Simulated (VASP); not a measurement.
# MgF2 in VASP: notebook

The runs below take MgF2 through relaxation of the atoms, single point, with PBE.

Program: VASP 6.6.1. These are calculated values, not measurements. Logs are shortened: lines on timing, memory, paths and dates and some standing lists are left out, and cuts for length are marked.

## Step 1: The cell of the first run

The cell holds a slab with vacuum, 24 atoms: a = 6.185 Å, b = 6.644 Å, c = 21.932 Å, α = 90.00°, β = 90.00°, γ = 90.00°.

## Step 2: Relaxation of the atoms, PBE

Input file INCAR:

```
SYSTEM = MgF2
PREC     = Accurate       ! precision mode
ENCUT    = 520            ! plane-wave cutoff, eV
EDIFF    = 1E-7           ! SCF threshold, eV
ISMEAR   = 0              ! smearing method
SIGMA    = 0.05           ! smearing width, eV
LREAL    = .False.        ! projectors in reciprocal space
LASPH    = .True.         ! aspherical terms in the spheres
NELM     = 120            ! most SCF steps
ALGO     = Normal         ! electronic algorithm
ISIF     = 2              ! what is computed and relaxed
LWAVE    = .False.        ! write WAVECAR
LCHARG   = .False.        ! write CHGCAR
LDIPOL   = .True.       
IDIPOL   = 3            
DIPOL    = 0.5 0.5 0.500
GGA      = PE             ! functional
IBRION   = 2              ! ionic algorithm
NSW      = 90             ! ionic steps
EDIFFG   = -0.03          ! ionic threshold
GGA_COMPAT= .False.      
NELMIN   = 4            
NELMDL   = -8           
KPAR     = 2            
NCORE    = 2
```

Input file KPOINTS:

```
Automatic mesh
0
Gamma
  3 3 1
  0 0 0
```

Input file POSCAR:

```
MgF2
1.0
    6.1851578341      0.0000000000      0.0000000000
    0.0000000000      6.6437953315      0.0000000000
    0.0000000000      0.0000000000     21.9319886407
F Mg
16 8
Selective dynamics
Direct
    0.0000000000      0.0000000000      0.3647640044  F F F
    0.5000000000      0.0000000000      0.3647640044  F F F
    0.2500000000      0.3035692820      0.4242682066  F F F
    0.7500000000      0.3035692820      0.4242682066  F F F
    0.2500000000      0.6964307180      0.4242682066  F F F
    0.7500000000      0.6964307180      0.4242682066  F F F
    0.0000000000      0.0000000000      0.4837724088  F F F
    0.5000000000      0.0000000000      0.4837724088  F F F
    0.0000000000      0.5000000000      0.5162275912  T T T
    0.5000000000      0.5000000000      0.5162275912  T T T
    0.2500000000      0.8035692820      0.5757317934  T T T
    0.7500000000      0.8035692820      0.5757317934  T T T
    0.2500000000      0.1964307180      0.5757317934  T T T
    0.7500000000      0.1964307180      0.5757317934  T T T
    0.0000000000      0.5000000000      0.6352359956  T T T
    0.5000000000      0.5000000000      0.6352359956  T T T
    0.0000000000      0.5000000000      0.4242682066  F F F
    0.5000000000      0.5000000000      0.4242682066  F F F
    0.2500000000      0.0000000000      0.4242682066  F F F
    0.7500000000      0.0000000000      0.4242682066  F F F
    0.0000000000      0.0000000000      0.5757317934  T T T
    0.5000000000      0.0000000000      0.5757317934  T T T
    0.2500000000      0.5000000000      0.5757317934  T T T
    0.7500000000      0.5000000000      0.5757317934  T T T
```

Potentials or basis: VASP PAW PBE potentials, release 64 (F, Mg).

Command:

```bash
cat potpaw_PBE.64/F/POTCAR potpaw_PBE.64/Mg/POTCAR > POTCAR
mpirun -np 4 vasp_std > vasp.out
```

OUTCAR:

```text
SYSTEM = MgF2
   PREC = Accurate
   ENCUT = 520
   EDIFF = 1E-7
   ISMEAR = 0
   LREAL = .False.
   LASPH = .True.
   NELM = 120
   ISIF = 2
   GGA = PE
   IBRION = 2
   NSW = 90
   EDIFFG = -0.03
   NELMIN = 4
   NELMDL = -8

 ion  position               nearest neighbor table
   1  0.000  0.000  0.365-  19 2.02  20 2.02
   2  0.500  0.000  0.365-  19 2.02  20 2.02
   3  0.250  0.304  0.424-  19 2.02  18 2.02  17 2.02
   4  0.750  0.304  0.424-  20 2.02  18 2.02  17 2.02
   5  0.250  0.696  0.424-  19 2.02  18 2.02  17 2.02
   6  0.750  0.696  0.424-  20 2.02  18 2.02  17 2.02
   7  0.000  0.000  0.484-  21 2.02  20 2.02  19 2.02
   8  0.500  0.000  0.484-  22 2.02  20 2.02  19 2.02
   9  0.000  0.500  0.516-  17 2.02  23 2.02  24 2.02
  10  0.500  0.500  0.516-  18 2.02  23 2.02  24 2.02
  11  0.250  0.804  0.576-  23 2.02  22 2.02  21 2.02
  12  0.750  0.804  0.576-  24 2.02  22 2.02  21 2.02
  13  0.250  0.196  0.576-  23 2.02  22 2.02  21 2.02
  14  0.750  0.196  0.576-  24 2.02  22 2.02  21 2.02
  15  0.000  0.500  0.635-  23 2.02  24 2.02
  16  0.500  0.500  0.635-  23 2.02  24 2.02
  17  0.000  0.500  0.424-   9 2.02   4 2.02   5 2.02   6 2.02   3 2.02  18 3.09  18 3.09
[... 18 lines left out ...]
 A1 = (   6.1851578341,   0.0000000000,   0.0000000000)
 A2 = (   0.0000000000,   6.6437953315,   0.0000000000)
 A3 = (   0.0000000000,   0.0000000000,  21.9319886407)

Analysis of symmetry for initial positions (statically):
=====================================================================
 Subroutine PRICEL returns following result:

  LATTYP: Found a simple orthorhombic cell.
 ALAT       =     3.0925789171
 B/A-ratio  =     2.1483026011
 C/A-ratio  =     7.0918121183
[... 12 lines left out ...]
 Subroutine GETGRP returns: Found  8 space group operations
 (whereof  4 operations were pure point group operations)
 out of a pool of  8 trial point group operations.

The static configuration has the point symmetry C_2v.
 The point group associated with its full space group is D_2h.

Analysis of symmetry for dynamics (positions and initial velocities):
=====================================================================
 Subroutine PRICEL returns following result:

  LATTYP: Found a simple orthorhombic cell.
 ALAT       =     3.0925789171
 B/A-ratio  =     2.1483026011
 C/A-ratio  =     7.0918121183
[... 12 lines left out ...]
 Subroutine GETGRP returns: Found  8 space group operations
 (whereof  4 operations were pure point group operations)
[... 158 lines left out ...]
   LRPA    =     F    only Hartree local field effects (RPA)
 conjugate gradient relaxation of ions
 non-spin polarized calculation
 Gauss-broadening in eV      SIGMA  =   0.05
  energy-cutoff  :      520.00
  volume of cell :      901.25
 maximum number of plane-waves:     24323
 NGX is ok and might be reduce to    48
   NGX = 23   NGY = 25   NGZ = 81

--------------------------------------- Ionic step        1  -------------------------------------------

 number of electron     128.0000084 magnetization

 Free energy of the ion-electron system (eV)
  ---------------------------------------------------
  ext. energy  EPLUGINS =         0.00000000
  ---------------------------------------------------
  free energy    TOTEN  =      -121.98817051 eV

  energy without entropy =     -121.98817051  energy(sigma->0) =     -121.98817051

------------------------ aborting loop because EDIFF is reached ----------------------------------------

  FORCE on cell =-STRESS in cart. coord.  units (eV):
  Direction    XX          YY          ZZ          XY          YZ          ZX
  --------------------------------------------------------------------------------------
  -------------------------------------------------------------------------------------
  Total       -8.1615284     -3.7182771     -4.7793258      0.0000000      0.0000000      0.0000000
  in kB      -14.5089850     -6.6100887     -8.4963457      0.0000000      0.0000000      0.0000000
  external PRESSURE =      -9.8718065 kB  Pullay stress =       0.0000000 kB
[... 155 lines left out ...]
  FREE ENERGIE OF THE ION-ELECTRON SYSTEM (eV)
  ---------------------------------------------------
  free  energy   TOTEN  =      -122.4686036451 eV

  energy  without entropy=     -122.4686036450  energy(sigma->0) =     -122.46860365

 dipolmoment           0.000000      0.000000     -0.002314 electrons x Angstroem

 vacuum level on the upper side and lower side of the slab       (xc-potential included)        -0.036        -0.136

[... ionic steps 4 to 11 ...]

--------------------------------------- Ionic step       12  -------------------------------------------

 number of electron     128.0000071 magnetization

------------------------ aborting loop because EDIFF is reached ----------------------------------------
[... 111 lines left out ...]
--------------------------------------- Ionic step       14  -------------------------------------------

 number of electron     128.0000068 magnetization

 dipolmoment           0.000000      0.000000      0.011661 electrons x Angstroem

 Free energy of the ion-electron system (eV)
  ---------------------------------------------------
  ext. energy  EPLUGINS =         0.00000000
  ---------------------------------------------------
  free energy    TOTEN  =      -122.54157228 eV

  energy without entropy =     -122.54157228  energy(sigma->0) =     -122.54157228

 E-fermi :  -5.4511     XC(G=0):  -3.3911

 val. band max:       -5.7570223017   @ k =   0.0000   0.0000   0.0000
 cond. band min:      -0.8131676188   @ k =   0.0000   0.0000   0.0000
 fundamental gap:      4.9438546829
 Fermi energy:        -5.4511047432

 k-point     1 :       0.0000    0.0000    0.0000
  band No.  band energies     occupation
      1     -27.7295      2.00000
      2     -27.5280      2.00000
      3     -27.4377      2.00000
      4     -27.3341      2.00000
      5     -27.3261      2.00000
      6     -27.3127      2.00000
[... 305 lines left out ...]
     75       3.8354      0.00000
     76       3.9289      0.00000
 [bands above 76 left out]

------------------------ aborting loop because EDIFF is reached ----------------------------------------

 vacuum level on the upper side and lower side of the slab       (xc-potential included)         0.009        -0.075

  FORCE on cell =-STRESS in cart. coord.  units (eV):
  Direction    XX          YY          ZZ          XY          YZ          ZX
  --------------------------------------------------------------------------------------
  -------------------------------------------------------------------------------------
  Total       -6.5510656     -2.5780819     -2.4394511      0.0000000      0.0000000      0.0000000
  in kB      -11.6460187     -4.5831308     -4.3366827      0.0000000      0.0000000      0.0000000
  external PRESSURE =      -6.8552774 kB  Pullay stress =       0.0000000 kB
[... 39 lines left out ...]
  FREE ENERGIE OF THE ION-ELECTRON SYSTEM (eV)
  ---------------------------------------------------
  free  energy   TOTEN  =      -122.5415722803 eV

  energy  without entropy=     -122.5415722803  energy(sigma->0) =     -122.54157228

 reached required accuracy - stopping structural energy minimisation

 vacuum level on the upper side and lower side of the slab         2.475         2.402
```

CONTCAR:

```text
MgF2
   1.00000000000000
     6.1851578341000000    0.0000000000000000    0.0000000000000000
     0.0000000000000000    6.6437953314999998    0.0000000000000000
     0.0000000000000000    0.0000000000000000   21.9319886406999984
  F               Mg
    16     8
Selective dynamics
Direct
     0.0000000000000000    0.0000000000000000    0.3647640044000013   F   F   F
     0.5000000000000000    0.0000000000000000    0.3647640044000013   F   F   F
     0.2500000000000000    0.3035692819999980    0.4242682065999972   F   F   F
     0.7500000000000000    0.3035692819999980    0.4242682065999972   F   F   F
     0.2500000000000000    0.6964307180000020    0.4242682065999972   F   F   F
     0.7500000000000000    0.6964307180000020    0.4242682065999972   F   F   F
     0.0000000000000000    0.0000000000000000    0.4837724088000002   F   F   F
     0.5000000000000000    0.0000000000000000    0.4837724088000002   F   F   F
     0.0000000000000000    0.5000000000000000    0.5157670022321525   T   T   T
     0.5000000000000000    0.5000000000000000    0.5157670022321525   T   T   T
     0.2500000000000000    0.8129422964171946    0.5818030523819736   T   T   T
     0.7500000000000000    0.8129422964171946    0.5818030523819736   T   T   T
     0.2500000000000000    0.1870577035828053    0.5818030523819736   T   T   T
     0.7500000000000000    0.1870577035828053    0.5818030523819736   T   T   T
     0.0000000000000000    0.5000000000000000    0.6338063912893799   T   T   T
     0.5000000000000000    0.5000000000000000    0.6338063912893799   T   T   T
     0.0000000000000000    0.5000000000000000    0.4242682065999972   F   F   F
[... 30 lines left out ...]
  0.00000000E+00  0.00000000E+00  0.00000000E+00
  0.00000000E+00  0.00000000E+00  0.00000000E+00
```

Run time: 19 min. Hardware: 4 MPI ranks of AMD EPYC 9R45 (Zen 5), shared host; peak memory 0.57 GiB.

Results:

```
Free energy               : -122.5416 eV
Energy gained by relaxing : 23.1 meV/atom
Ionic steps               : 14
Band gap on the k mesh    : 4.94 eV
```

Step by step:
| step | energy change (eV) | largest force on free atoms (eV/Å) | pressure (GPa) |
| --- | --- | --- | --- |
| 1 | 0.0000 | 1.4290 | -0.99 |
| 2 | -0.4096 | 0.7642 | -0.74 |
| 3 | -0.4804 | 0.4981 | -0.52 |
| 4 | -0.5218 | 0.1673 | -0.49 |
| 5 | -0.5220 | 0.1768 | -0.49 |
| 6 | -0.5300 | 0.1384 | -0.52 |
| 7 | -0.5413 | 0.1735 | -0.60 |
| 8 | -0.5479 | 0.0733 | -0.61 |
| 9 | -0.5499 | 0.0687 | -0.62 |
| 10 | -0.5514 | 0.0551 | -0.64 |
| 11 | -0.5517 | 0.0791 | -0.65 |
| 12 | -0.5528 | 0.0488 | -0.66 |
| 13 | -0.5528 | 0.0597 | -0.66 |
| 14 | -0.5534 | 0.0216 | -0.69 |

Final structure:
```
F Mg
1.0
     6.18516    0.00000    0.00000
     0.00000    6.64380    0.00000
     0.00000    0.00000   21.93199
F Mg
16 8
Direct
  0.00000 0.00000 0.36476
  0.50000 0.00000 0.36476
  0.25000 0.30357 0.42427
  0.75000 0.30357 0.42427
  0.25000 0.69643 0.42427
  0.75000 0.69643 0.42427
  0.00000 0.00000 0.48377
  0.50000 0.00000 0.48377
  0.00000 0.50000 0.51577
  0.50000 0.50000 0.51577
  0.25000 0.81294 0.58180
  0.75000 0.81294 0.58180
  0.25000 0.18706 0.58180
  0.75000 0.18706 0.58180
  0.00000 0.50000 0.63381
  0.50000 0.50000 0.63381
  0.00000 0.50000 0.42427
  0.50000 0.50000 0.42427
  0.25000 0.00000 0.42427
  0.75000 0.00000 0.42427
  0.00000 0.00000 0.57194
  0.50000 0.00000 0.57194
  0.25000 0.50000 0.58257
  0.75000 0.50000 0.58257
```

## Step 3: Single point, PBE

This run uses another cell than the first one.

Input file INCAR:

```
ALGO = Normal
DIPOL = 0.5 0.5 0.431
EDIFF = 1E-6
ENCUT = 520
GGA = PE
GGA_COMPAT = False
IDIPOL = 3
ISIF = 2
ISMEAR = 0
LASPH = True
LCHARG = True
LDIPOL = True
LELF = True
LREAL = False
LVACPOTAV = True
LVHAR = True
LWAVE = False
NBANDS = 82
NELM = 120
NELMDL = -8
PREC = Accurate
SIGMA = 0.05
```

Input file KPOINTS:

```
k-points
0
Gamma
  3 3 1
```

Input file POSCAR:

```
MgF2
1.0
    6.1851578341      0.0000000000      0.0000000000
    0.0000000000      6.6437953315      0.0000000000
    0.0000000000      0.0000000000     25.4980886407
F Mg
16 8
Direct
    0.0000000000      0.0000000000      0.3137490074
    0.5000000000      0.0000000000      0.3137490074
    0.2500000000      0.3035692820      0.3649310981
    0.7500000000      0.3035692820      0.3649310981
    0.2500000000      0.6964307180      0.3649310981
    0.7500000000      0.6964307180      0.3649310981
    0.0000000000      0.0000000000      0.4161131889
    0.5000000000      0.0000000000      0.4161131889
    0.0006750234      0.5096178346      0.4445775020
    0.4992071696      0.5129605964      0.4433777527
    0.2509569631      0.8150324083      0.5028171582
    0.7488986881      0.8136382470      0.5010488645
    0.2596950550      0.1961700026      0.4944367855
    0.7415399458      0.1973483264      0.4935216975
   -0.0007511835      0.4767112105      0.5466275450
    0.4995719248      0.4984547350      0.5456489074
    0.0000000000      0.5000000000      0.3649310981
    0.5000000000      0.5000000000      0.3649310981
    0.2500000000      0.0000000000      0.3649310981
    0.7500000000      0.0000000000      0.3649310981
   -0.0006822861      0.0091120617      0.4956676015
    0.5009450159      0.0016115233      0.4905617937
    0.2523471944      0.5037199162      0.4992728404
    0.7466503943      0.5042412884      0.4990896800
```

Potentials or basis: VASP PAW PBE potentials, release 64 (F, Mg).

Command:

```bash
cat potpaw_PBE.64/F/POTCAR potpaw_PBE.64/Mg/POTCAR > POTCAR
mpirun -np 1 vasp_std > vasp.out
```

It took 15 min on 1 thread of Intel Xeon Platinum 8375C at 2.90GHz (Ice Lake), shared host; peak memory 1 GiB.

The run converged. Its results:

* Free energy: -122.3558 eV
* Largest force: 1.558 eV/Å
* Band gap on the k mesh: 4.88 eV
* Ionisation potential of the upper face: 8.17 eV

Forces in eV/Å, atoms in the order of the input:
```
F   -0.001  0.009  0.919
F    0.001  0.009  0.948
F    0.006  0.770 -0.387
F   -0.007  0.776 -0.382
F   -0.008 -0.739 -0.465
F    0.007 -0.746 -0.458
F    0.014 -0.029  0.664
F   -0.013 -0.118 -0.088
F   -0.011  0.004 -0.184
F    0.007 -0.005 -0.047
F   -0.183  0.315  0.049
F    0.192  0.364  0.154
F   -0.326 -0.351  0.244
F    0.291 -0.409  0.307
F   -0.009  0.160 -0.602
F    0.030  0.029 -0.254
Mg   0.006  0.057  1.317
Mg  -0.007  0.058  1.192
Mg  -0.080 -0.017 -1.556
Mg   0.081 -0.018 -1.556
Mg   0.094  0.076 -0.875
Mg  -0.091 -0.014  0.029
Mg  -0.287 -0.073  0.521
Mg   0.294 -0.106  0.511
```

Levels at points of the mesh, in eV from the valence-band top:
```tsv
k point	band 60	band 61	band 62	band 63	band 64	band 65	band 66	band 67	band 68	band 69
(0.00, 0.00, 0.00)	-0.35	-0.27	-0.22	-0.10	0.00	4.88	5.56	7.60	8.06	8.21
```
